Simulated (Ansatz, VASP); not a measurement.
## MgO: VASP beside Ansatz

File INCAR:

```
PREC = Accurate
ENCUT = 520
EDIFF = 1E-7
ISMEAR = 0
SIGMA = 0.05
LREAL = F
LASPH = T
NELM = 60
ALGO = Normal
ISIF = 2
LWAVE = F
LCHARG = F
GGA = PE
NBANDS = 26
```

Contents of KPOINTS:

```
regular mesh
0
Gamma
  9 9 4
```

File POSCAR:

```
MgO
1.0
    3.5046973893      0.0000000000      0.0000000000
   -1.7523486947      3.0351569717      0.0000000000
    0.0000000000      0.0000000000      9.9491349488
Mg O
4 4
Direct
    0.3333333333      0.6666666667      0.9694906392
    0.0000000000      0.0000000000      0.2208211786
    0.0000000000      0.0000000000      0.7208211786
    0.6666666667      0.3333333333      0.4694906392
    0.3333333333      0.6666666667      0.7800420079
    0.0000000000      0.0000000000      0.5296443544
    0.0000000000      0.0000000000      0.0296443544
    0.6666666667      0.3333333333      0.2800420079
```

Input for Ansatz:

```yaml
crystal:
  lattice:
    - [3.5046973893, 0.0, 0.0]
    - [-1.7523486947, 3.0351569717, 0.0]
    - [0.0, 0.0, 9.9491349488]
  atoms:
    - { symbol: Mg, position: [0.3333333333, 0.6666666667, 0.9694906392] }
    - { symbol: Mg, position: [0.0, 0.0, 0.2208211786] }
    - { symbol: Mg, position: [0.0, 0.0, 0.7208211786] }
    - { symbol: Mg, position: [0.6666666667, 0.3333333333, 0.4694906392] }
    - { symbol: O, position: [0.3333333333, 0.6666666667, 0.7800420079] }
    - { symbol: O, position: [0.0, 0.0, 0.5296443544] }
    - { symbol: O, position: [0.0, 0.0, 0.0296443544] }
    - { symbol: O, position: [0.6666666667, 0.3333333333, 0.2800420079] }
basis:
  ecutwfc: 520.0
kpoints:
  mp_grid: { grid: [9, 9, 4] }
hamiltonian:
  xc: pbe
  pseudopotentials: { kind: paw, azcp: { folder: soft_1 } }
scf:
  occupations: { method: gaussian, width: 0.05 }
output:
  forces: true
  stress: true
  eigenvalues: true
  write_density: true
  write_potential: true
  elf: true
  volumetric_format: npy
```

Alike in both runs: task single point; functional PBE; k mesh 9 × 9 × 4; occupations gaussian, width 0.05 eV; no spin polarisation.

```csv
,VASP,Ansatz
version,VASP 6.6.1,Ansatz 0.2.0
potentials or method,"VASP PAW PBE potentials, release 64 (Mg, O), cutoff 520 eV","scalar-relativistic, plane waves, PAW"
valence electrons in the cell,32,64
```

|  | VASP | Ansatz | Ansatz less VASP |
| --- | --- | --- | --- |
| gap on the k mesh at the Fermi level (eV) | 2.80 | 2.83 | +0.022 |
| least direct gap on the mesh (eV) | 2.80 | 2.83 | +0.022 |
| pressure (GPa) | -6.2 | -5.8 | +0.41 |
| traceless stress, the component that is largest in VASP (GPa) | 15.48 | 15.27 | -0.207 |
| rms of the force components (eV/Å) | 0.634 | 0.627 | -0.0066 |

Atom by atom the forces differ by 0.007 eV/Å (rms over components). The functional is the same, so the differences come from potentials, cutoffs and numerics. VASP's potentials hold 32 valence electrons a cell and Ansatz's 64, so a difference there can come from the potentials and not from the codes.
